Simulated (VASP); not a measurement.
Write the native input for VASP 6.6.1 that does the following.

| Property | Result |
| --- | --- |
| Task | single point |
| Functional | PBE |
| Potentials or basis | VASP PAW PBE potentials, release 64 (Mg, H) |
| Cutoff | 520 eV |
| k mesh | 10 × 10 × 10 |
| Occupations | gaussian, width 0.01 eV |
| Spin | no spin polarisation |
| Dipole correction | no |
| Further INCAR settings | ALGO = Normal; EDIFF = 1e-06; NBANDS = 13 |

The structure of MgH2 lies in POSCAR:

```
MgH2
1.0
   -1.8906561965      1.8906561965      4.6935862004
    1.8906561965     -1.8906561965      4.6935862004
    1.8906561965      1.8906561965     -4.6935862004
Mg H
2 4
Direct
    0.7500000000      0.2500000000      0.5000000000
    0.0000000000      0.0000000000      0.0000000000
    0.5398169929      0.0398169929      0.5000000000
    0.7898169929      0.7898169929      0.0000000000
    0.2101830071      0.2101830071      0.0000000000
    0.9601830071      0.4601830071      0.5000000000
```

One way to write it, as run:

INCAR

```
  ALGO = Normal
  EDIFF = 1E-6
  ENCUT = 520
  GGA = PE
  ISIF = 2
  ISMEAR = 0
  LASPH = True
  LCHARG = True
  LELF = True
  LREAL = False
  LVHAR = True
  LWAVE = False
  NBANDS = 13
  NELM = 60
  PREC = Accurate
  SIGMA = 0.01
```

KPOINTS

```
k-points
0
Gamma
  10 10 10
```

Potentials or basis: VASP PAW PBE potentials, release 64 (Mg, H).

The run is started by

```sh
$ cat potpaw_PBE.64/Mg/POTCAR potpaw_PBE.64/H/POTCAR > POTCAR
$ mpirun -np 1 vasp_std > vasp.out
```

Results of the run:

```json
{
  "Pressure": "0.8 GPa",
  "Largest force": "0.022 eV/Å",
  "Band gap on the k mesh": "3.58 eV (least direct gap 4.72 eV)"
}
```

Wall time 64 s on 1 thread of Intel(R) Xeon(R) 6975P-C (Granite Rapids) (shared host), peak memory 0.28 GiB.
